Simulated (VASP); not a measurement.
BN: phonons with PBE+D3(BJ)

Crystal: BN.

```xyz
2
Lattice="1.2300 0.7101 2.5187 -1.2300 0.7101 2.5187 0.0000 -1.4203 2.5187" Properties=species:S:1:pos:R:3 pbc="T T T"
B     0.0000    0.0000    7.5831
N     0.0000    0.0000    2.4848
```

```
Program                : VASP 6.6.1
Task                   : phonons
Functional             : PBE
Dispersion             : D3(BJ)
Potentials or basis    : VASP PAW PBE potentials, release 64 (B, N)
Cutoff                 : 520 eV
k mesh                 : 12 × 12 × 12
Occupations            : gaussian, width 0.01 eV
Spin                   : no spin polarisation
Dipole correction      : no
Further INCAR settings : ALGO = Normal; EDIFF = 1e-08; IBRION = 6; POTIM = 0.015; NSW = 1
```

```yaml
Highest_phonon_frequency_at_Γ_LO-TO_splitting_left_out: 1453 cm⁻¹
Dispersion_energy_per_atom: -0.199 eV
```

Phonon frequencies in cm⁻¹ (negative: imaginary):
| q point | frequencies |
| --- | --- |
| (0.000, 0.000, 0.000) | 0 0 0 572 1453 1453 |

Run time: 3.7 min on 1 thread of Intel(R) Xeon(R) Platinum 8259CL CPU @ 2.50GHz (Skylake/Cascade Lake), with other jobs on the host, peak memory 0.31 GiB.

Caveat: the cell wasn't relaxed at this level first, which shifts response properties.
